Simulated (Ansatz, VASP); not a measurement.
**MgTl2GaC6N6: VASP beside Ansatz**

```xyz
16
Lattice="0.0000 5.5034 5.5034 5.5034 0.0000 5.5034 5.5034 5.5034 0.0000" Properties=species:S:1:pos:R:3 pbc="T T T"
Mg    0.0000    0.0000    0.0000
Tl    2.7517    2.7517    2.7517
Tl    8.2551    8.2551    8.2551
Ga    5.5034    5.5034    5.5034
C     2.2942    5.5034    5.5034
C     5.5034    2.2942    5.5034
C     5.5034    5.5034    2.2942
C     8.7126    5.5034    5.5034
C     5.5034    8.7126    5.5034
C     5.5034    5.5034    8.7126
N     3.4653    5.5034    5.5034
N     5.5034    3.4653    5.5034
N     5.5034    5.5034    3.4653
N     7.5415    5.5034    5.5034
N     5.5034    7.5415    5.5034
N     5.5034    5.5034    7.5415
```

Alike in both runs: functional PBE; k mesh 6 × 6 × 6; occupations gaussian, width 0.1 eV; no spin polarisation.

Ansatz relaxed the structure, and its values are those at the end. VASP's run is a single point on that final structure, the one shown.

|  | VASP | Ansatz |
| --- | --- | --- |
| version | VASP 6.6.1 | Ansatz 0.2.0 |
| potentials or method | VASP PAW PBE potentials, release 64 (Mg_sv, Tl_d, Ga_d, C, N), cutoff 840 eV | scalar-relativistic, plane waves, PAW |
| valence electrons in the cell | 103 | 103 |

```csv
,VASP,Ansatz,Ansatz less VASP
gap on the k mesh at the Fermi level (eV),none,none,-
pressure (GPa),0.4,0.0,-0.37
rms of the force components (eV/Å),0.181,0.000,-0.1807
```

A gap of «none» marks a metal or a gap that the smearing closes. One of these differences is far larger than is usual between the two programs; its cause wasn't traced. With one functional, cell and mesh, what is left measures potentials, basis and numerics.

Spin-orbit coupling is off throughout. Noted on VASP's run: the standard files for N, O and F lose accuracy on very short bonds.
